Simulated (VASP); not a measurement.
SrH4Pb, 6 atoms in the cell. Symmetry: F-43m, No. 216, cubic system. Conventional cell: a = 6.906 Å, b = 6.906 Å, c = 6.906 Å, α = 90.00°, β = 90.00°, γ = 90.00°. Sr (site symmetry -43m) has 12 H at 2.86 Å and 4 Pb at 2.99 Å within 3.8 Å. H (site symmetry 3m) has 6 H at 2.39 to 2.49 Å and 3 Sr at 2.86 Å and 3 Pb at 2.87 Å within 3.2 Å. Within 3.8 Å of Pb (site symmetry -43m) lie 12 H at 2.87 Å and 4 Sr at 2.99 Å. 

```yaml
Program: VASP 6.6.1
Task: relaxation of cell and atoms
Functional: r2SCAN
Potentials_or_basis: VASP PAW PBE potentials, release 64 (Sr_sv, H, Pb_d)
Cutoff: 600 eV
k_mesh: 10 × 10 × 10
Occupations: gaussian, width 0.1 eV
Spin: no spin polarisation
Dipole_correction: no
Further_INCAR_settings: ALGO = Normal; EDIFF = 1e-06; IBRION = 2; EDIFFG = -0.01; NSW = 100; ISIF = 3
```

Potentials or basis: VASP PAW PBE potentials, release 64 (Sr_sv, H, Pb_d).

Command:

```console
$ cat potpaw_PBE.64/Sr_sv/POTCAR potpaw_PBE.64/H/POTCAR potpaw_PBE.64/Pb_d/POTCAR > POTCAR
$ cp INCAR.step1 INCAR
$ mpirun -np 1 vasp_std > vasp.out
$ cp INCAR.step2 INCAR
$ mpirun -np 1 vasp_std > vasp.out
```

Hardware: 1 thread of Intel Xeon 8259CL (shared host).

Task: Estimate the wall time of this run.

Result: It took 11 min on 1 thread of Intel Xeon 8259CL (shared host), peak memory 0.33 GiB. Counts: k points 47, ion steps 2.
